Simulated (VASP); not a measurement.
A run of VASP 6.6.1 is set up as follows.

INCAR

```
  ALGO = Normal
  EDIFF = 1E-7
  ENCUT = 520
  GGA = CA
  ISIF = 2
  ISMEAR = 0
  LASPH = T
  LCHARG = F
  LREAL = F
  LWAVE = F
  NBANDS = 12
  NELM = 60
  PREC = Accurate
  SIGMA = 0.1
```

Contents of KPOINTS:

```
k-points
0
Gamma
  18 18 18
```

The input POSCAR:

```
Cu
1.0
    0.0000000000      1.7592131594      1.7592131594
    1.7592131594      0.0000000000      1.7592131594
    1.7592131594      1.7592131594      0.0000000000
Cu
1
Direct
    0.0000000000      0.0000000000      0.0000000000
```

Potentials or basis: VASP PAW LDA potentials, release 64 (Cu).

Run with:

```sh
$ cat potpaw_LDA.64/Cu/POTCAR > POTCAR
$ mpirun -np 1 vasp_std > vasp.out
```

**Question.** Estimate the pressure.

**Answer.** 0.9 GPa.
